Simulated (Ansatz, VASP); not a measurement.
## Two plane-wave programs on GaSb

The input INCAR:

```
SYSTEM = GaSb
PREC = Accurate ; ENCUT = 520
EDIFF = 1E-6 ; ISMEAR = 0
SIGMA = 0.15 ; LREAL = .FALSE.
LASPH = .TRUE. ; NELM = 60
ALGO = Normal ; ISIF = 2
LWAVE = .FALSE. ; LCHARG = .FALSE.
GGA = PS ; NBANDS = 16
```

The input KPOINTS:

```
regular mesh
0
G
  14 14 14
  0 0 0
```

File POSCAR:

```
GaSb
1.0
    0.0000000000      3.0284100000      3.0590000000
    3.0590000000      0.0000000000      3.0590000000
    3.0590000000      3.0284100000      0.0000000000
Ga Sb
1 1
Direct
    0.0000000000      0.0000000000      0.0000000000
    0.7500000000      0.7500000000      0.7500000000
```

Input for Ansatz:

```yaml
crystal:
  lattice:
    - [0.0, 3.02841, 3.059]
    - [3.059, 0.0, 3.059]
    - [3.059, 3.02841, 0.0]
  atoms:
    - { symbol: Ga, position: [0.0, 0.0, 0.0] }
    - { symbol: Sb, position: [0.75, 0.75, 0.75] }
basis:
  ecutwfc: 420
kpoints:
  mp_grid: { grid: [14, 14, 14] }
hamiltonian:
  xc: pbesol
scf:
  occupations: { method: gaussian, width: 0.15 }
output:
  forces: true
  stress: true
  eigenvalues: true
```

Change from the starting cell: strain -0.0100 x Voigt [0, 1, 0, 0, 0, 0], atoms carried along.

Alike in both runs: task single point; functional PBEsol; k mesh 14 × 14 × 14; occupations gaussian, width 0.15 eV; no spin polarisation.

```csv
,VASP,Ansatz
version,VASP 6.6.1,Ansatz 0.2.0
potentials or method,"VASP PAW PBE potentials, release 64 (Ga_d, Sb), cutoff 520 eV","scalar-relativistic, plane waves, PAW"
valence electrons in the cell,18,28
```

VASP gave:

| Property | Result |
| --- | --- |
| pressure (GPa) | 0.5 |
| traceless stress, the component that is largest in VASP (GPa) | 0.29 |

Q: What did Ansatz give for the same quantities?

A: Pressure (GPa): 0.4; traceless stress, the component that is largest in VASP (GPa): 0.29.

VASP's potentials were made for PBE, not for PBEsol. VASP's potentials hold 18 valence electrons a cell and Ansatz's 28, so a difference there can come from the potentials and not from the codes.

Neither program's run includes spin-orbit coupling.
